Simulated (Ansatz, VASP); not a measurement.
**One calculation of Ni, two programs**

```
Ni
1.0
     2.44802    0.00000    0.00000
    -1.22401    2.12005    0.00000
     0.00000    0.00000    4.07281
Ni
2
Cartesian
  0.0000 1.4134 1.0182
  1.2240 0.7067 3.0546
```

Alike in both runs: task single point; functional LDA; k mesh 8 × 8 × 5; occupations methfessel-paxton of order 1, width 0.02 eV; collinear spin.

|  | VASP | Ansatz |
| --- | --- | --- |
| version | VASP 6.6.1 | Ansatz 0.2.0 |
| potentials or method | VASP PAW LDA potentials, release 64 (Ni), cutoff 600 eV | plane waves, PAW |
| valence electrons in the cell | 20 | 36 |

VASP gave:

- net moment per atom (μB): 0.67
- size of the moment on the site where the two differ most (μB): 0.67

Task: Which values does Ansatz return?

Result: net moment per atom (μB): 0.67; size of the moment on the site where the two differ most (μB): 0.70.

LDA's correlation is that of Perdew and Zunger in VASP and of Perdew and Wang (1992) in Ansatz. Site moments also hang on the region over which each program counts them. VASP's potentials hold 20 valence electrons a cell and Ansatz's 36, so a difference there can come from the potentials and not from the codes. Ansatz's warnings: stability check not made, structure snapped to symmetry.

The k mesh is coarse, so the values compare programs but aren't converged.
